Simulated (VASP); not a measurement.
Runs of VASP 6.6.1 on InP. The structure is that of space group Fm-3m (No. 225), or close to it. The cells are those of the table. 

```csv
task,level,cell,cutoff (eV),screening parameter,gap on the mesh (eV),pressure (GPa)
single point,PBE-based screened hybrid with 25 % exact exchange,"a = 3.916 Å, angles 60.0°, 2 atoms",520,0.15 1/Å,none,(a)
relaxation of cell and atoms,HSE06,"relaxed from a = 3.916 Å, angles 60.0°, 2 atoms",600,0.2079 1/Å,none,0.0
single point,PBE-based screened hybrid with 25 % exact exchange,"a = 3.883 Å, angles 60.0°, 2 atoms",520,0.3 1/Å,none,-0.1
single point,PBE-based screened hybrid with 25 % exact exchange,"a = 3.916 Å, angles 60.0°, 2 atoms",520,0.3 1/Å,none,-2.2
single point,PBE-based screened hybrid with 25 % exact exchange,"a = 3.916 Å, angles 60.0°, 2 atoms",520,0.6 1/Å,none,-1.0
single point,PBE-based screened hybrid with 25 % exact exchange,"a = 3.916 Å, angles 60.0°, 2 atoms",520,0.4 1/Å,none,-1.8
single point,HSE06,"a = 3.877 Å, angles 60.0°, 2 atoms",520,0.2079 1/Å,none,-0.2
single point,PBE-based screened hybrid with 25 % exact exchange,"a = 3.916 Å, angles 60.0°, 2 atoms",520,0.1 1/Å,none,(b)
```

Alike in all rows: potentials or basis VASP PAW PBE potentials, release 64 (In_d, P); no spin polarisation; k mesh 4 × 4 × 4; smearing fermi-dirac 0.05 eV.

Task: Fill in the values left out.

Result: (a) -2.8; (b) -3.0.

Caveats: all runs use coarse meshes; the PAW data sets were made with another functional, which shifts forces and pressure a little; spin-orbit coupling is left out, which moves the levels of the heavy elements.

A k mesh can miss the band edges, and the runs leave out spin-orbit coupling on In.

A gap of «none» marks levels without a gap at the run's occupations.
